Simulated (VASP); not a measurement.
BeTe (r.bp), 2 atoms in the cell. The structure is cubic, space group F-43m (No. 216). Conventional cell: a = 5.637 Å, b = 5.637 Å, c = 5.637 Å, α = 90.00°, β = 90.00°, γ = 90.00°. Within 3.2 Å of Be (site symmetry -43m) lie 4 Te at 2.44 Å. Within 3.2 Å of Te (site symmetry -43m) lie 4 Be at 2.44 Å. 

* Program: VASP 6.6.1
* Task: single point
* Functional: PBE
* Potentials or basis: VASP PAW PBE potentials, release 64 (Be, Te)
* Cutoff: 600 eV
* k mesh: 8 × 8 × 8
* Occupations: gaussian, width 0.02 eV
* Spin: no spin polarisation
* Dipole correction: no
* Further INCAR settings: ALGO = Normal; EDIFF = 1e-06; NBANDS = 11

Potentials or basis: VASP PAW PBE potentials, release 64 (Be, Te).

The run is started by

```bash
$ cat potpaw_PBE.64/Be/POTCAR potpaw_PBE.64/Te/POTCAR > POTCAR
$ mpirun -np 1 vasp_std > vasp.out
```

Hardware: 1 thread of Intel Xeon 6975P-C, on a shared host.

Problem. How long does it take, and how much memory?

Solution. It took 13 s on 1 thread of Intel Xeon 6975P-C, with other jobs on the host, peak memory 0.18 GiB. Counts: scf iterations 13, k points 29.
